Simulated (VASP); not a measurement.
# SiC (P6_3mc) in VASP: a series of runs

The runs below take SiC through single point, with r2SCAN.

Everything below comes from runs of VASP 6.6.1. Logs are shortened: lines on timing, memory, paths and dates and some standing lists are left out, and cuts for length are marked.

## (1) The cell of the first run

It takes space group P6_3mc (No. 186, hexagonal). Conventional cell: a = 3.075 Å, b = 3.075 Å, c = 5.048 Å, α = 90.00°, β = 90.00°, γ = 120.00°. Within 2.5 Å of Si (site symmetry 3m) lie 4 C at 1.88 to 1.90 Å. Within 2.5 Å of C (site symmetry 3m) lie 4 Si at 1.88 to 1.90 Å.

## (2) Single point, r2SCAN

File POSCAR:

```
SiC
1.0
    3.0752975745      0.0000000000      0.0000000000
   -1.5376487872      2.6632858237      0.0000000000
    0.0000000000      0.0000000000      5.0483410038
Si C
2 2
Direct
    0.3333333333      0.6666666667      0.4996013827
    0.6666666667      0.3333333333      0.9996013827
    0.3333333333      0.6666666667      0.8753986173
    0.6666666667      0.3333333333      0.3753986173
```

File INCAR.step1:

```
SYSTEM = SiC
  PREC = Accurate
  ENCUT = 520
  ISMEAR = 0
  SIGMA = 0.02
  LREAL = .FALSE.
  LASPH = .TRUE.
  NELM = 80
  NBANDS = 16
  GGA = PE
  ALGO = Normal
  EDIFF = 1E-4
  LWAVE = .TRUE.
  LCHARG = .FALSE.
```

File INCAR.step2:

```
SYSTEM = SiC
  PREC = Accurate
  ENCUT = 520
  EDIFF = 1E-7
  ISMEAR = 0
  SIGMA = 0.02
  LREAL = .FALSE.
  LASPH = .TRUE.
  NELM = 80
  ALGO = Normal
  ISIF = 2
  LWAVE = .FALSE.
  LCHARG = .FALSE.
  METAGGA = R2SCAN
  LMIXTAU = .TRUE.
  NBANDS = 16
  ISTART = 1
```

File KPOINTS:

```
Automatic mesh
0
G
  12 12 6
  0 0 0
```

Potentials or basis: VASP PAW PBE potentials, release 64 (Si, C).

On the command line:

```
$ cat potpaw_PBE.64/Si/POTCAR potpaw_PBE.64/C/POTCAR > POTCAR
$ cp INCAR.step1 INCAR
$ mpirun -np 1 vasp_std > vasp.out
$ cp INCAR.step2 INCAR
$ mpirun -np 1 vasp_std > vasp.out
```

OUTCAR:

```text
SYSTEM = SiC
   PREC = Accurate
   ENCUT = 520
   EDIFF = 1E-7
   ISMEAR = 0
   LREAL = .FALSE.
   LASPH = .TRUE.
   NELM = 80
   ISIF = 2
   METAGGA = R2SCAN
   ISTART = 1

 ion  position               nearest neighbor table
   1  0.333  0.667  0.500-   4 1.88   4 1.88   4 1.88   3 1.90   2 3.09   2 3.09   2 3.09   2 3.09
                             2 3.09   2 3.09
   2  0.667  0.333  1.000-   3 1.88   3 1.88   3 1.88   4 1.90   1 3.09   1 3.09   1 3.09   1 3.09
                             1 3.09   1 3.09
   3  0.333  0.667  0.875-   2 1.88   2 1.88   2 1.88   1 1.90
   4  0.667  0.333  0.375-   1 1.88   1 1.88   1 1.88   2 1.90

  LATTYP: Found a hexagonal cell.
 ALAT       =     3.0752975745
 C/A-ratio  =     1.6415780527

  Lattice vectors:

 A1 = (   3.0752975745,   0.0000000000,   0.0000000000)
 A2 = (  -1.5376487872,   2.6632858237,   0.0000000000)
 A3 = (   0.0000000000,   0.0000000000,   5.0483410038)

Analysis of symmetry for initial positions (statically):
=====================================================================
 Subroutine PRICEL returns:
 Original cell was already a primitive cell.

 Routine SETGRP: Setting up the symmetry group for a
 hexagonal supercell.

 Subroutine GETGRP returns: Found 12 space group operations
 (whereof  6 operations were pure point group operations)
 out of a pool of 24 trial point group operations.

The static configuration has the point symmetry C_3v.
 The point group associated with its full space group is C_6v.

Analysis of symmetry for dynamics (positions and initial velocities):
=====================================================================
 Subroutine PRICEL returns:
 Original cell was already a primitive cell.

 Routine SETGRP: Setting up the symmetry group for a
 hexagonal supercell.

 Subroutine GETGRP returns: Found 12 space group operations
 (whereof  6 operations were pure point group operations)
 out of a pool of 24 trial point group operations.

The dynamic configuration has the point symmetry C_3v.
 The point group associated with its full space group is C_6v.

 Subroutine INISYM returns: Found 12 space group operations
 (whereof  6 operations are pure point group operations),
 and found     1 'primitive' translations

----------------------------------------------------------------------------------------

                                     Primitive cell

  volume of cell :      41.3479

  direct lattice vectors                    reciprocal lattice vectors
     3.075297574  0.000000000  0.000000000     0.325171784  0.187738017  0.000000000
    -1.537648787  2.663285824  0.000000000     0.000000000  0.375476035  0.000000000
     0.000000000  0.000000000  5.048341004     0.000000000  0.000000000  0.198084876

  length of vectors
     3.075297574  3.075297574  5.048341004     0.375476035  0.375476035  0.198084876

  position of ions in fractional coordinates (direct lattice)
     0.333333333  0.666666667  0.499601383
     0.666666667  0.333333333  0.999601383
     0.333333333  0.666666667  0.875398617
     0.666666667  0.333333333  0.375398617

  ion indices of the primitive-cell ions
   primitive index   ion index
                 1           1
                 2           2
                 3           3
                 4           4

----------------------------------------------------------------------------------------

 KPOINTS: Automatic mesh

Automatic generation of k-mesh.
 Grid dimensions read from file:
 generate k-points for:   12   12    6

 Generating k-lattice:

  Cartesian coordinates                     Fractional coordinates (reciprocal lattice)
     0.027097649  0.015644835  0.000000000     0.083333333  0.000000000  0.000000000
     0.000000000  0.031289670  0.000000000     0.000000000  0.083333333  0.000000000
     0.000000000  0.000000000  0.033014146     0.000000000  0.000000000  0.166666667

  Length of vectors
     0.031289670  0.031289670  0.033014146

  Shift w.r.t. Gamma in fractional coordinates (k-lattice)
     0.000000000  0.000000000  0.000000000

 Subroutine IBZKPT returns following result:
 ===========================================

 Found     76 irreducible k-points:

 Following reciprocal coordinates:
            Coordinates               Weight
  0.000000  0.000000  0.000000      1.000000
  0.083333 -0.000000  0.000000      6.000000
  0.166667 -0.000000  0.000000      6.000000
  0.250000 -0.000000  0.000000      6.000000
  0.333333  0.000000  0.000000      6.000000
  0.416667 -0.000000  0.000000      6.000000
[... 16 lines left out ...]
  0.250000 -0.000000  0.166667     12.000000
  0.333333  0.000000  0.166667     12.000000
 [... further k-points ...]
   k-points           NKPTS =     76   k-points in BZ     NKDIM =     76   number of bands    NBANDS=     16
   number of dos      NEDOS =    301   number of ions     NIONS =      4
   total plane-waves  NPLWV =  23040
   dimension x,y,z NGX =    24 NGY =   24 NGZ =   40
   dimension x,y,z NGXF=    48 NGYF=   48 NGZF=   80
   ions per type =               2   2
   NGX,Y,Z   is equivalent  to a cutoff of  12.97, 12.97, 13.17 a.u.
   NGXF,Y,Z  is equivalent  to a cutoff of  25.95, 25.95, 26.34 a.u.
 SYSTEM =  SiC
   PREC   = accura    normal or accurate (medium, high low for compatibility)
   ISTART =      1    job   : 0-new  1-cont  2-samecut
   ICHARG =      0    charge: 1-file 2-atom 10-const
   ISPIN  =      1    spin polarized calculation?
   LNONCOLLINEAR =      F non collinear calculations
   LSORBIT =      F    spin-orbit coupling
   LASPH  =      T    aspherical Exc in radial PAW
   ENCUT  =  520.0 eV  38.22 Ry    6.18 a.u.   5.72  5.72  9.39*2*pi/ulx,y,z
   NELM   =     80;   NELMIN=  2; NELMDL=  0     # of ELM steps
   EDIFF  = 0.1E-06   stopping-criterion for ELM
   LREAL  =      F    real-space projection
   EDIFFG = 0.1E-05   stopping-criterion for IOM
   NSW    =      0    number of steps for IOM
   IBRION =     -1    ionic relax: 0-MD 1-quasi-New 2-CG
   NFREE  =      0    steps in history (QN), initial steepest desc. (CG)
   ISIF   =      2    stress and relaxation
   ISYM   =      2    0-nonsym 1-usesym 2-fastsym
   POTIM  = 0.5000    time-step for ionic-motion
   TEBEG  =    0.0;   TEEND  =   0.0 temperature during run
   PSTRESS=    0.0 pullay stress
   NELECT =      16.0000    total number of electrons
   NUPDOWN=      -1.0000    fix difference up-down
   EMIN   =  10.00;   EMAX   =-10.00  energy-range for DOS
   EFERMI =   0.00;   METHOD = LEGACY
   ISMEAR =     0;   SIGMA  =   0.02  broadening in eV -4-tet -1-fermi 0-gaus
   EFERMI_NEDOS =   21; number of points for ismear=-14 and -15
   IALGO  =     38    algorithm
   IMIX   =      4    mixing-type and parameters
     AMIX     =   0.40;   BMIX     =  1.00
     AMIX_MAG =   1.60;   BMIX_MAG =  1.00
  volume/ion in A,a.u.               =      10.34        69.76
  Fermi-wavevector in a.u.,A,eV,Ry     =   1.192972  2.254390 19.363573  1.423182
  Thomas-Fermi vector in A             =   2.328998
   LORBIT       =      0    0 simple, 1 ext, 2 COOP (PROOUT), +10 PAW based schemes
   METAGGA = R2SCAN    functional components
   LHFCALC =     F    Hartree Fock is set to
   AEXX    =    0.0000 exact exchange contribution
   IVDW    =     0    specifies the selected vdW correction
   LEPSILON=     F    determine dielectric tensor
   LRPA    =     F    only Hartree local field effects (RPA)
 non-spin polarized calculation
 Gauss-broadening in eV      SIGMA  =   0.02
  energy-cutoff  :      520.00
  volume of cell :       41.35
 maximum number of plane-waves:      1126
 NGX is ok and might be reduce to    24
   NGX = 11   NGY = 11   NGZ = 19

 number of electron      16.0000000 magnetization

 Free energy of the ion-electron system (eV)
  ---------------------------------------------------
  ext. energy  EPLUGINS =         0.00000000
  ---------------------------------------------------
  free energy    TOTEN  =       -38.63788798 eV

  energy without entropy =      -38.63788798  energy(sigma->0) =      -38.63788798

 E-fermi :   8.3199     XC(G=0): -11.9291

 val. band max:        8.1457881906   @ k =   0.0000   0.0000   0.0000
 cond. band min:      10.8040706817   @ k =   0.3333   0.3333   0.0000
 fundamental gap:      2.6582824912
 Fermi energy:         8.3199302859

 k-point     1 :       0.0000    0.0000    0.0000
  band No.  band energies     occupation
      1      -8.2092      2.00000
      2      -4.5822      2.00000
      3      -0.8467      2.00000
      4       6.7606      2.00000
      5       6.7606      2.00000
      6       8.0318      2.00000
[... 8 lines left out ...]
     15      17.7252      0.00000
     16      20.1768      0.00000

 k-point     2 :       0.0833   -0.0000    0.0000
  band No.  band energies     occupation
      1      -8.0842      2.00000
      2      -4.4769      2.00000
      3      -0.7315      2.00000
      4       6.0620      2.00000
      5       6.5416      2.00000
      6       7.6627      2.00000
[... 8 lines left out ...]
     15      18.0512      0.00000
     16      19.1999      0.00000

 k-point     3 :       0.1667   -0.0000    0.0000
  band No.  band energies     occupation
      1      -7.7131      2.00000
      2      -4.1713      2.00000
      3      -0.3953      2.00000
      4       4.5295      2.00000
      5       6.0448      2.00000
      6       6.4948      2.00000
[... 8 lines left out ...]
     15      18.3883      0.00000
     16      18.7399      0.00000

 k-point     4 :       0.2500   -0.0000    0.0000
  band No.  band energies     occupation
      1      -7.1084      2.00000
      2      -3.7076      2.00000
      3       0.1128      2.00000
      4       2.8569      2.00000
      5       5.0431      2.00000
      6       5.5039      2.00000
[... 8 lines left out ...]
     15      19.0084      0.00000
     16      19.6854      0.00000
[... 324 lines left out ...]
 k-point    22 :       0.1667   -0.0000    0.1667
  band No.  band energies     occupation
      1      -7.5740      2.00000
      2      -4.6786      2.00000
      3       0.3159      2.00000
      4       4.6567      2.00000
      5       6.0938      2.00000
      6       6.1398      2.00000
[... 8 lines left out ...]
     15      18.5894      0.00000
     16      19.1032      0.00000

 k-point    23 :       0.2500   -0.0000    0.1667
  band No.  band energies     occupation
      1      -6.9719      2.00000
      2      -4.1749      2.00000
      3       0.6966      2.00000
      4       3.0719      2.00000
      5       4.6429      2.00000
      6       5.6062      2.00000
[... 8 lines left out ...]
     15      19.6684      0.00000
     16      19.7470      0.00000

 k-point    24 :       0.3333    0.0000    0.1667
  band No.  band energies     occupation
      1      -6.1701      2.00000
      2      -3.5926      2.00000
      3       0.5510      2.00000
      4       2.3138      2.00000
      5       3.1586      2.00000
      6       5.1625      2.00000
[... 8 lines left out ...]
     15      20.3488      0.00000
     16      21.0763      0.00000

 [... further k-points ...]
[... 5 lines left out ...]
  --------------------------------------------------------------------------------------
  -------------------------------------------------------------------------------------
  Total       -0.0479630     -0.0479630     -0.0474907     -0.0000000      0.0000000      0.0000000
  in kB       -1.8585013     -1.8585013     -1.8402020     -0.0000000      0.0000000      0.0000000
  external PRESSURE =      -1.8524015 kB  Pullay stress =       0.0000000 kB

 VOLUME and BASIS-vectors are now :
 -----------------------------------------------------------------------------
  energy-cutoff  :      520.00
  volume of cell :       41.35
      direct lattice vectors                 reciprocal lattice vectors
     3.075297574  0.000000000  0.000000000     0.325171784  0.187738017  0.000000000
    -1.537648787  2.663285824  0.000000000     0.000000000  0.375476035  0.000000000
     0.000000000  0.000000000  5.048341004     0.000000000  0.000000000  0.198084876

 POSITION                                       TOTAL-FORCE (eV/Angst)
 -----------------------------------------------------------------------------------
     -0.00000      1.77552      2.52216         0.000000     -0.000000     -0.000163
      1.53765      0.88776      5.04633         0.000000      0.000000     -0.000163
     -0.00000      1.77552      4.41931        -0.000000      0.000000      0.000163
      1.53765      0.88776      1.89514        -0.000000     -0.000000      0.000163
 -----------------------------------------------------------------------------------
    total drift:                               -0.000000     -0.000000      0.000399

  FREE ENERGIE OF THE ION-ELECTRON SYSTEM (eV)
  ---------------------------------------------------
  free  energy   TOTEN  =       -38.6378879826 eV

  energy  without entropy=      -38.6378879826  energy(sigma->0) =      -38.63788798
```

It took 72 s on 1 thread of Intel Xeon 6975P-C (Granite Rapids), shared host; peak memory 0.18 GiB.

What came out:

```
Free energy            : -38.6379 eV
Pressure               : -0.2 GPa
Band gap on the k mesh : 2.66 eV, indirect (least direct gap 4.48 eV)
```

Levels at points of the mesh, in eV from the valence-band top:
| k point | band 5 | band 6 | band 7 | band 8 | band 9 | band 10 | band 11 | band 12 |
| --- | --- | --- | --- | --- | --- | --- | --- | --- |
| (0.00, 0.00, 0.00) | -1.39 | -0.11 | 0.00 | 0.00 | 5.38 | 6.77 | 7.19 | 7.19 |
| (0.50, 0.00, 0.00) | -5.62 | -3.48 | -3.36 | -1.26 | 3.23 | 4.66 | 7.47 | 7.65 |
| (0.00, 0.00, 0.50) | -0.75 | -0.75 | -0.75 | -0.75 | 6.50 | 6.50 | 7.89 | 7.89 |
| (0.50, 0.00, 0.50) | -2.56 | -2.56 | -2.44 | -2.44 | 3.72 | 3.72 | 5.79 | 5.79 |

Caveat: the PAW data sets were made with another functional, which shifts forces and pressure a little. r2SCAN opens gaps a little over a GGA but as a rule still falls short of measured ones.

(Continued in part 2 of 2.)
